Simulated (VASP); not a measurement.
# FeCo4: single point with PBE

The system is FeCo4.

```
Fe Co
1.0
    -2.79797    2.79797    1.77300
     2.79797   -2.79797    1.77300
     2.79797    2.79797   -1.77300
Fe Co
1 4
Direct
  0.00000 0.00000 0.00000
  0.80222 0.40324 0.20546
  0.19778 0.59676 0.79454
  0.59676 0.80222 0.39898
  0.40324 0.19778 0.60102
```

| Item | Value |
| --- | --- |
| Program | VASP 6.6.1 |
| Task | single point |
| Functional | PBE |
| Potentials or basis | VASP PAW PBE potentials, release 64 (Fe, Co) |
| Cutoff | 520 eV |
| k mesh | 12 × 12 × 12 |
| Occupations | gaussian, width 0.1 eV |
| Spin | collinear spin, ferromagnetic start |
| Starting moments | [2.88, 1.89, 1.89, 1.89, 1.89] μB |

```yaml
Pressure: -0.6 GPa
Largest_force: 0.011 eV/Å
Net_moment: 9.13 μB per cell
Site_moments: Fe +2.59; Co +1.65 μB
Valence_electrons_inside_the_program's_atomic_spheres: Fe 7.20; Co 8.26
```

Forces in eV/Å, atoms in the order of the input:
```
Fe   0.000  0.000  0.000
Co   0.004  0.010  0.000
Co  -0.004 -0.010  0.000
Co   0.010 -0.004  0.000
Co  -0.010  0.004  0.000
```

Levels at points of the mesh, in eV from the Fermi level:
Spin up:
| k point | band 24 | band 25 | band 26 | band 27 | band 28 | band 29 | band 30 | band 31 |
| --- | --- | --- | --- | --- | --- | --- | --- | --- |
| (0.00, 0.00, 0.00) | -0.76 | -0.65 | -0.65 | 3.76 | 3.84 | 3.84 | 3.89 | 9.88 |
| (0.50, 0.00, 0.00) | -0.72 | -0.71 | -0.39 | -0.25 | -0.24 | 3.24 | 3.41 | 6.10 |
| (0.50, 0.50, 0.00) | -0.78 | -0.67 | -0.44 | -0.43 | 2.54 | 6.06 | 6.24 | 7.18 |
| (0.50, 0.50, 0.50) | -0.44 | -0.44 | -0.33 | -0.33 | -0.22 | -0.16 | 2.49 | 9.45 |
Spin down:
```
           k point  band 14  band 15  band 16  band 17  band 18  band 19  band 20  band 21
(0.00, 0.00, 0.00)    -0.95    -0.95    -0.85     0.28     0.35     0.35     0.37     0.93
(0.50, 0.00, 0.00)    -0.93    -0.90    -0.39    -0.24    -0.10     0.03     0.34     0.35
(0.50, 0.50, 0.00)    -0.57    -0.45    -0.04    -0.01     0.07     0.27     0.75     0.83
(0.50, 0.50, 0.50)    -0.67     0.23     0.38     0.39     0.39     0.56     0.58     0.58
```

It took 2.2 min on 4 MPI ranks on Intel(R) Xeon(R) Platinum 8488C (Sapphire Rapids) (shared host), peak memory 0.7 GiB a rank.
